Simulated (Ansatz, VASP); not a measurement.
**Two plane-wave programs on TiB**

The input INCAR:

```
  PREC = Accurate
  ENCUT = 600
  EDIFF = 1E-6
  ISMEAR = -1
  SIGMA = 0.15
  LREAL = False
  LASPH = True
  NELM = 100
  ALGO = Normal
  ISIF = 3
  LWAVE = False
  LCHARG = False
  GGA = PS
  IBRION = 2
  NSW = 80
  EDIFFG = -0.001
```

File KPOINTS:

```
Automatic mesh
0
Gamma
  14 14 14
```

File POSCAR:

```
TiB
1.0
    0.0000000000      2.4533420120      2.4533420120
    2.4533420120      0.0000000000      2.4533420120
    2.4533420120      2.4533420120      0.0000000000
Ti B
1 1
Direct
    0.7500000000      0.7500000000      0.7500000000
    0.0000000000      0.0000000000      0.0000000000
```

Input for Ansatz:

```yaml
crystal:
  lattice:
    - [0.0, 2.453342012, 2.453342012]
    - [2.453342012, 0.0, 2.453342012]
    - [2.453342012, 2.453342012, 0.0]
  atoms:
    - { symbol: Ti, position: [0.75, 0.75, 0.75] }
    - { symbol: B, position: [0.0, 0.0, 0.0] }
basis:
  ecutwfc: 420
kpoints:
  mp_grid: { grid: [14, 14, 14] }
hamiltonian:
  xc: pbesol
scf:
  occupations: { method: fermi_dirac, width: 0.15 }
output:
  forces: true
  stress: true
  eigenvalues: true
relax:
  adjacent_minimum: "off"
  f_tol: 0.001
  max_steps: 60
  cell: { stress_tol: 0.01 }
```

Alike in both runs: task relaxation of cell and atoms; functional PBEsol; k mesh 14 × 14 × 14; occupations fermi-dirac, width 0.15 eV; no spin polarisation.

```csv
,VASP,Ansatz
version,VASP 6.6.1,Ansatz 0.2.0
potentials or method,"VASP PAW PBE potentials, release 64 (Ti_sv, B), cutoff 600 eV","scalar-relativistic, plane waves, PAW"
valence electrons in the cell,15,15
```

Ansatz gave:

```
gap on the k mesh at the Fermi level, each at its own relaxed structure (eV) : none
relaxed volume (Å³/atom)                                                     : 14.83
relaxed cell length with the largest relative difference (Å)                 : 3.474
```

Question: What did VASP give for the same quantities?

Answer: gap on the k mesh at the Fermi level, each at its own relaxed structure (eV): none; relaxed volume (Å³/atom): 14.84; relaxed cell length with the largest relative difference (Å): 3.475.

VASP's potentials were made for PBE, not for PBEsol. A gap of «none» marks a metal or a gap that the smearing closes.
